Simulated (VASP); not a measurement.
# Ba7O in VASP: notebook

Ba7O is run at these levels: PBE; tasks: single point.

Program: VASP 6.6.1. These are calculated values, not measurements. Logs are shortened: lines on timing, memory, paths and dates and some standing lists are left out, and cuts for length are marked.

### Step 1. The cell of the first run

The structure is trigonal, space group R-3m (No. 166). The conventional cell has a = 8.388 Å, b = 8.388 Å, c = 20.622 Å, α = 90.00°, β = 90.00°, γ = 120.00°. Within 5.5 Å of Ba (site symmetry 2/m) lie 2 O at 4.19 Å and 10 Ba at 4.19 to 4.20 Å. Within 5.5 Å of Ba (site symmetry -3m) lie 12 Ba at 4.19 to 4.20 Å. Within 5.5 Å of Ba (site symmetry 2/m) lie 10 Ba at 4.19 to 4.20 Å and 2 O at 4.20 Å. Within 5.5 Å of O (site symmetry -3m) lie 12 Ba at 4.19 to 4.20 Å.

The cell was generated, and may not be a known phase.

### Step 2. Single point, PBE

INCAR reads:

```
  PREC = Accurate
  ENCUT = 520
  EDIFF = 1E-6
  ISMEAR = 0
  SIGMA = 0.1
  LREAL = False
  LASPH = True
  NELM = 80
  ALGO = Normal
  ISIF = 2
  LWAVE = False
  LCHARG = True
  GGA = PE
  LELF = True
  LVHAR = True
  NBANDS = 48
```

KPOINTS reads:

```
regular mesh
0
Gamma
  3 3 3
```

POSCAR reads:

```
Ba7O
1.0
    4.1941204420      2.4214765662      6.8741455358
   -4.1941204420      2.4214765662      6.8741455358
    0.0000000000     -4.8429531325      6.8741455358
Ba O
7 1
Direct
    0.5000000000      0.5000000000      0.0000000000
    0.0000000000      0.5000000000      0.5000000000
    0.5000000000      0.0000000000      0.5000000000
    0.5000000000      0.5000000000      0.5000000000
    0.0000000000      0.0000000000      0.5000000000
    0.5000000000      0.0000000000      0.0000000000
    0.0000000000      0.5000000000      0.0000000000
    0.0000000000      0.0000000000      0.0000000000
```

Potentials or basis: VASP PAW PBE potentials, release 64 (Ba_sv, O).

Run with:

```console
> cat potpaw_PBE.64/Ba_sv/POTCAR potpaw_PBE.64/O/POTCAR > POTCAR
> mpirun -np 1 vasp_std > vasp.out
```

OUTCAR:

```text
PREC = Accurate
   ENCUT = 520
   EDIFF = 1E-6
   ISMEAR = 0
   LREAL = False
   LASPH = True
   NELM = 80
   ISIF = 2
   GGA = PE

 ion  position               nearest neighbor table
   1  0.500  0.500  0.000-   2 4.19   3 4.19   3 4.19   2 4.19   6 4.20   6 4.20   7 4.20   7 4.20
                             4 4.20   4 4.20
   2  0.000  0.500  0.500-   3 4.19   3 4.19   1 4.19   1 4.19   5 4.20   4 4.20   5 4.20   4 4.20
                             7 4.20   7 4.20
   3  0.500  0.000  0.500-   2 4.19   2 4.19   1 4.19   1 4.19   4 4.20   4 4.20   5 4.20   5 4.20
                             6 4.20   6 4.20
   4  0.500  0.500  0.500-   5 4.19   5 4.19   6 4.19   6 4.19   7 4.19   7 4.19   3 4.20   2 4.20
                             3 4.20   2 4.20   1 4.20   1 4.20
   5  0.000  0.000  0.500-   4 4.19   4 4.19   6 4.19   7 4.19   7 4.19   6 4.19   3 4.20   3 4.20
                             2 4.20   2 4.20
   6  0.500  0.000  0.000-   7 4.19   7 4.19   4 4.19   4 4.19   5 4.19   5 4.19   1 4.20   1 4.20
                             3 4.20   3 4.20
   7  0.000  0.500  0.000-   6 4.19   6 4.19   5 4.19   4 4.19   4 4.19   5 4.19   1 4.20   1 4.20
                             2 4.20   2 4.20
   8  0.000  0.000  0.000-

  LATTYP: Found a trigonal (rhomboedric) cell.
 ALAT       =     8.4088091838
 COS(alpha) =     0.5024430504

  Lattice vectors:

 A1 = (   4.1941204420,   2.4214765662,   6.8741455358)
 A2 = (  -4.1941204420,   2.4214765662,   6.8741455358)
 A3 = (   0.0000000000,  -4.8429531325,   6.8741455358)

Analysis of symmetry for initial positions (statically):
=====================================================================
 Subroutine PRICEL returns:
 Original cell was already a primitive cell.

 Routine SETGRP: Setting up the symmetry group for a
 trigonal (rhombohedral) supercell.

 Subroutine GETGRP returns: Found 12 space group operations
 (whereof 12 operations were pure point group operations)
 out of a pool of 12 trial point group operations.

The static configuration has the point symmetry D_3d.

Analysis of symmetry for dynamics (positions and initial velocities):
=====================================================================
 Subroutine PRICEL returns:
 Original cell was already a primitive cell.

 Routine SETGRP: Setting up the symmetry group for a
 trigonal (rhombohedral) supercell.

 Subroutine GETGRP returns: Found 12 space group operations
 (whereof 12 operations were pure point group operations)
 out of a pool of 12 trial point group operations.

The dynamic configuration has the point symmetry D_3d.

 Subroutine INISYM returns: Found 12 space group operations
 (whereof 12 operations are pure point group operations),
 and found     1 'primitive' translations

----------------------------------------------------------------------------------------

                                     Primitive cell

  volume of cell :     418.8815

  direct lattice vectors                    reciprocal lattice vectors
     4.194120442  2.421476566  6.874145536     0.119214507  0.068828528  0.048490875
    -4.194120442  2.421476566  6.874145536    -0.119214507  0.068828528  0.048490875
     0.000000000 -4.842953132  6.874145536     0.000000000 -0.137657055  0.048490875

  length of vectors
     8.408809184  8.408809184  8.408809184     0.145948038  0.145948038  0.145948038

  position of ions in fractional coordinates (direct lattice)
     0.500000000  0.500000000  0.000000000
     0.000000000  0.500000000  0.500000000
     0.500000000  0.000000000  0.500000000
     0.500000000  0.500000000  0.500000000
     0.000000000  0.000000000  0.500000000
     0.500000000  0.000000000  0.000000000
     0.000000000  0.500000000  0.000000000
     0.000000000  0.000000000  0.000000000

  ion indices of the primitive-cell ions
   primitive index   ion index
                 1           1
                 2           2
                 3           3
                 4           4
                 5           5
                 6           6
                 7           7
                 8           8

----------------------------------------------------------------------------------------

 KPOINTS: regular mesh

Automatic generation of k-mesh.
 Grid dimensions read from file:
 generate k-points for:    3    3    3

 Generating k-lattice:

  Cartesian coordinates                     Fractional coordinates (reciprocal lattice)
     0.039738169  0.022942843  0.016163625     0.333333333  0.000000000  0.000000000
    -0.039738169  0.022942843  0.016163625     0.000000000  0.333333333  0.000000000
     0.000000000 -0.045885685  0.016163625     0.000000000  0.000000000  0.333333333

  Length of vectors
     0.048649346  0.048649346  0.048649346

  Shift w.r.t. Gamma in fractional coordinates (k-lattice)
     0.000000000  0.000000000  0.000000000

 Subroutine IBZKPT returns following result:
 ===========================================

 Found      6 irreducible k-points:

 Following reciprocal coordinates:
            Coordinates               Weight
  0.000000  0.000000  0.000000      1.000000
  0.333333 -0.000000 -0.000000      6.000000
  0.333333  0.333333 -0.000000      6.000000
 -0.333333  0.333333  0.000000      6.000000
  0.333333  0.333333  0.333333      2.000000
 -0.333333  0.333333  0.333333      6.000000
   k-points           NKPTS =      6   k-points in BZ     NKDIM =      6   number of bands    NBANDS=     48
   number of dos      NEDOS =    301   number of ions     NIONS =      8
   total plane-waves  NPLWV = 262144
   dimension x,y,z NGX =    64 NGY =   64 NGZ =   64
   dimension x,y,z NGXF=   128 NGYF=  128 NGZF=  128
   ions per type =               7   1
   NGX,Y,Z   is equivalent  to a cutoff of  12.65, 12.65, 12.65 a.u.
   NGXF,Y,Z  is equivalent  to a cutoff of  25.31, 25.31, 25.31 a.u.
 SYSTEM =  unknown system
   PREC   = accura    normal or accurate (medium, high low for compatibility)
   ISTART =      0    job   : 0-new  1-cont  2-samecut
   ICHARG =      2    charge: 1-file 2-atom 10-const
   ISPIN  =      1    spin polarized calculation?
   LNONCOLLINEAR =      F non collinear calculations
   LSORBIT =      F    spin-orbit coupling
   LASPH  =      T    aspherical Exc in radial PAW
   ENCUT  =  520.0 eV  38.22 Ry    6.18 a.u.  15.63 15.63 15.63*2*pi/ulx,y,z
   NELM   =     80;   NELMIN=  2; NELMDL= -5     # of ELM steps
   EDIFF  = 0.1E-05   stopping-criterion for ELM
   LREAL  =      F    real-space projection
   EDIFFG = 0.1E-04   stopping-criterion for IOM
   NSW    =      0    number of steps for IOM
   IBRION =     -1    ionic relax: 0-MD 1-quasi-New 2-CG
   NFREE  =      0    steps in history (QN), initial steepest desc. (CG)
   ISIF   =      2    stress and relaxation
   ISYM   =      2    0-nonsym 1-usesym 2-fastsym
   POTIM  = 0.5000    time-step for ionic-motion
   TEBEG  =    0.0;   TEEND  =   0.0 temperature during run
   PSTRESS=    0.0 pullay stress
   NELECT =      76.0000    total number of electrons
   NUPDOWN=      -1.0000    fix difference up-down
   EMIN   =  10.00;   EMAX   =-10.00  energy-range for DOS
   EFERMI =   0.00;   METHOD = LEGACY
   ISMEAR =     0;   SIGMA  =   0.10  broadening in eV -4-tet -1-fermi 0-gaus
   EFERMI_NEDOS =   21; number of points for ismear=-14 and -15
   IALGO  =     38    algorithm
   IMIX   =      4    mixing-type and parameters
     AMIX     =   0.40;   BMIX     =  1.00
     AMIX_MAG =   1.60;   BMIX_MAG =  1.00
  volume/ion in A,a.u.               =      52.36       353.34
  Fermi-wavevector in a.u.,A,eV,Ry     =   0.926792  1.751383 11.686637  0.858944
  Thomas-Fermi vector in A             =   2.052793
   LORBIT       =      0    0 simple, 1 ext, 2 COOP (PROOUT), +10 PAW based schemes
   GGA     = PE    functional components
   LHFCALC =     F    Hartree Fock is set to
   AEXX    =    0.0000 exact exchange contribution
   IVDW    =     0    specifies the selected vdW correction
   LEPSILON=     F    determine dielectric tensor
   LRPA    =     F    only Hartree local field effects (RPA)
 non-spin polarized calculation
 Gauss-broadening in eV      SIGMA  =   0.10
  energy-cutoff  :      520.00
  volume of cell :      418.88
 maximum number of plane-waves:     11297
 NGX is ok and might be reduce to    64
   NGX = 31   NGY = 31   NGZ = 31

 number of electron      76.0000003 magnetization

 Free energy of the ion-electron system (eV)
  ---------------------------------------------------
  ext. energy  EPLUGINS =         0.00000000
  ---------------------------------------------------
  free energy    TOTEN  =       -17.30343958 eV

  energy without entropy =      -17.24840952  energy(sigma->0) =      -17.27592455

 E-fermi :   1.8683     XC(G=0):  -7.6254

 val. band max:        1.8460369220   @ k =   0.0000   0.0000   0.0000
 cond. band min:       1.8735829102   @ k =  -0.3333   0.3333   0.0000
 fundamental gap:      0.0275459882
 Fermi energy:         1.8682834735

 k-point     1 :       0.0000    0.0000    0.0000
  band No.  band energies     occupation
      1     -27.1603      2.00000
      2     -27.1009      2.00000
      3     -27.0999      2.00000
      4     -27.0999      2.00000
      5     -27.0716      2.00000
      6     -27.0716      2.00000
[... 40 lines left out ...]
     47       3.4611      0.00000
     48       3.5019      0.00000

 k-point     2 :       0.3333   -0.0000   -0.0000
  band No.  band energies     occupation
      1     -27.1450      2.00000
      2     -27.1148      2.00000
      3     -27.0936      2.00000
      4     -27.0931      2.00000
      5     -27.0789      2.00000
      6     -27.0785      2.00000
[... 40 lines left out ...]
     47       3.0723      0.00000
     48       3.3221      0.00000

 k-point     3 :       0.3333    0.3333   -0.0000
  band No.  band energies     occupation
      1     -27.1410      2.00000
      2     -27.1008      2.00000
      3     -27.1006      2.00000
      4     -27.1001      2.00000
      5     -27.0899      2.00000
      6     -27.0714      2.00000
[... 40 lines left out ...]
     47       2.9460      0.00000
     48       3.1596      0.00000

 k-point     4 :      -0.3333    0.3333    0.0000
  band No.  band energies     occupation
      1     -27.1252      2.00000
      2     -27.1223      2.00000
      3     -27.1009      2.00000
      4     -27.0935      2.00000
      5     -27.0835      2.00000
      6     -27.0784      2.00000
[... 40 lines left out ...]
     47       2.8476      0.00000
     48       2.8938      0.00000

 k-point     5 :       0.3333    0.3333    0.3333
  band No.  band energies     occupation
      1     -27.1453      2.00000
      2     -27.1155      2.00000
      3     -27.0931      2.00000
      4     -27.0931      2.00000
      5     -27.0785      2.00000
      6     -27.0785      2.00000
[... 40 lines left out ...]
     47       3.0616      0.00000
     48       3.3132      0.00000

 k-point     6 :      -0.3333    0.3333    0.3333
  band No.  band energies     occupation
      1     -27.1262      2.00000
      2     -27.1217      2.00000
      3     -27.1011      2.00000
      4     -27.0933      2.00000
      5     -27.0833      2.00000
      6     -27.0783      2.00000
[... 40 lines left out ...]
     47       2.8470      0.00000
     48       2.9000      0.00000

------------------------ aborting loop because EDIFF is reached ----------------------------------------

  FORCE on cell =-STRESS in cart. coord.  units (eV):
  Direction    XX          YY          ZZ          XY          YZ          ZX
  --------------------------------------------------------------------------------------
  -------------------------------------------------------------------------------------
  Total        0.3558725      0.3558725      0.2465369      0.0000000     -0.0000000      0.0000000
  in kB        1.3611748      1.3611748      0.9429776      0.0000000     -0.0000000      0.0000000
  external PRESSURE =       1.2217757 kB  Pullay stress =       0.0000000 kB

 VOLUME and BASIS-vectors are now :
 -----------------------------------------------------------------------------
  energy-cutoff  :      520.00
  volume of cell :      418.88
      direct lattice vectors                 reciprocal lattice vectors
     4.194120442  2.421476566  6.874145536     0.119214507  0.068828528  0.048490875
    -4.194120442  2.421476566  6.874145536    -0.119214507  0.068828528  0.048490875
     0.000000000 -4.842953132  6.874145536     0.000000000 -0.137657055  0.048490875

 POSITION                                       TOTAL-FORCE (eV/Angst)
 -----------------------------------------------------------------------------------
      0.00000      2.42148      6.87415         0.000000      0.000000      0.000000
     -2.09706     -1.21074      6.87415         0.000000     -0.000000      0.000000
      2.09706     -1.21074      6.87415         0.000000      0.000000     -0.000000
      0.00000     -0.00000     10.31122         0.000000      0.000000     -0.000000
      0.00000     -2.42148      3.43707        -0.000000     -0.000000     -0.000000
      2.09706      1.21074      3.43707         0.000000     -0.000000     -0.000000
     -2.09706      1.21074      3.43707        -0.000000      0.000000      0.000000
      0.00000      0.00000      0.00000         0.000000      0.000000     -0.000000
 -----------------------------------------------------------------------------------
    total drift:                               -0.000000     -0.000000      0.000000

  FREE ENERGIE OF THE ION-ELECTRON SYSTEM (eV)
  ---------------------------------------------------
  free  energy   TOTEN  =       -17.3034395754 eV

  energy  without entropy=      -17.2484095200  energy(sigma->0) =      -17.27592455
```

Wall time 2.1 min (1 thread of Intel Xeon 6975P-C (Granite Rapids), shared host); peak memory 0.61 GiB.

Results:

```
Free energy            : -17.3034 eV
Pressure               : 0.1 GPa
Band gap on the k mesh : zero (bands 38 and 39 overlap by 0.82 eV)
```

Levels at points of the mesh, in eV from the Fermi level:
```csv
k point,band 37,band 38,band 39,band 40,band 41,band 42
"(0.00, 0.00, 0.00)",-1.02,-0.72,-0.72,-0.04,-0.02,-0.02
```

Caveat: spin-orbit coupling is left out, which moves the levels of the heavy elements.

[end of part 1 of 2]

The gap in the log of VASP goes by the Fermi energy; the results here count the filled bands.